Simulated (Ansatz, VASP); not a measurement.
## KCl in VASP and in Ansatz

File INCAR:

```
SYSTEM = KCl
  PREC = Accurate
  ENCUT = 400
  EDIFF = 1E-8
  ISMEAR = -1
  SIGMA = 0.01
  LREAL = .False.
  LASPH = .True.
  NELM = 120
  ALGO = Normal
  ISIF = 2
  LWAVE = .False.
  LCHARG = .False.
  GGA = PS
  LEFG = .True.
  NBANDS = 15
  GGA_COMPAT = .False.
```

The input KPOINTS:

```
Automatic mesh
0
Gamma
  7 7 7
  0 0 0
```

POSCAR

```
KCl
1.0
    3.6340000000     -0.0181700000     -0.0181700000
   -0.0181700000      3.6340000000     -0.0181700000
   -0.0181700000     -0.0181700000      3.6340000000
K Cl
1 1
Direct
    0.0000000000      0.0000000000      0.0000000000
    0.5000000000      0.5000000000      0.5000000000
```

Input for Ansatz:

```yaml
crystal:
  lattice:
    - [3.634, -0.01817, -0.01817]
    - [-0.01817, 3.634, -0.01817]
    - [-0.01817, -0.01817, 3.634]
  atoms:
    - { symbol: K, position: [0.0, 0.0, 0.0] }
    - { symbol: Cl, position: [0.5, 0.5, 0.5] }
kpoints:
  mp_grid: { grid: [7, 7, 7] }
scf:
  occupations: { method: fermi_dirac, width: 0.01 }
hamiltonian:
  xc: pbesol
  pseudopotentials: { kind: paw }
output:
  forces: true
  stress: true
  eigenvalues: true
  efg: { contact_densities: true }
```

Change from the starting cell: equal xy, yz and zx shear strains of -1 %, PAW files.

Alike in both runs: task electric field gradients; functional PBEsol; k mesh 7 × 7 × 7; occupations fermi-dirac, width 0.01 eV; no spin polarisation.

|  | VASP | Ansatz |
| --- | --- | --- |
| version | VASP 6.6.1 | Ansatz 0.2.0 |
| potentials or method | VASP PAW PBE potentials, release 64 (K_sv, Cl) | PAW with Ansatz's default frozen-core files, scalar-relativistic |
| plane-wave cutoff (eV) | 400 | 420 |
| valence electrons in the cell | 16 | 16 |

```tsv
	VASP	Ansatz	Ansatz less VASP
gap on the k mesh at the Fermi level (eV)	5.39	5.40	+0.006
pressure (GPa)	2.4	2.3	-0.11
traceless stress, the component that is largest in VASP (GPa)	0.15	0.14	-0.005
size of Vzz on the site where it differs most (V/Å²)	0.9	0.8	-0.05
```

VASP's potentials were made for PBE, not for PBEsol.
